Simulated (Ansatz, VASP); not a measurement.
**One calculation of CoSbH4, two programs**

```
CELL_PARAMETERS angstrom
2.49061 -2.48362 0.00000
2.49061 2.48362 0.00000
0.00000 0.00000 8.84919
ATOMIC_POSITIONS crystal
Co 0.00000 0.00000 0.00000
Sb 0.50000 0.50000 0.00000
H 0.32485 0.82485 0.50000
H 0.67515 0.17515 0.50000
H 0.17515 0.67515 0.50000
H 0.82485 0.32485 0.50000
```

Alike in both runs: functional PBE; k mesh 10 × 10 × 4; occupations gaussian, width 0.1 eV; no spin polarisation.

Ansatz relaxed the structure, and its values are those at the end. VASP's run is a single point on that final structure, the one shown.

|  | VASP | Ansatz |
| --- | --- | --- |
| version | VASP 6.6.1 | Ansatz 0.2.0 |
| potentials or method | VASP PAW PBE potentials, release 64 (Co, Sb, H), cutoff 520 eV | scalar-relativistic, plane waves, PAW |
| valence electrons in the cell | 18 | 36 |

VASP gave:

* gap on the k mesh at the Fermi level (eV): none
* pressure (GPa): -0.2
* rms of the force components (eV/Å): 0.006

Question: What did Ansatz give for the same quantities?

Answer: gap on the k mesh at the Fermi level (eV): none; pressure (GPa): 0.0; rms of the force components (eV/Å): 0.000.

A gap of «none» marks a metal or a gap that the smearing closes. VASP's potentials hold 18 valence electrons a cell and Ansatz's 36, so a difference there can come from the potentials and not from the codes.

Spin-orbit coupling is off throughout.
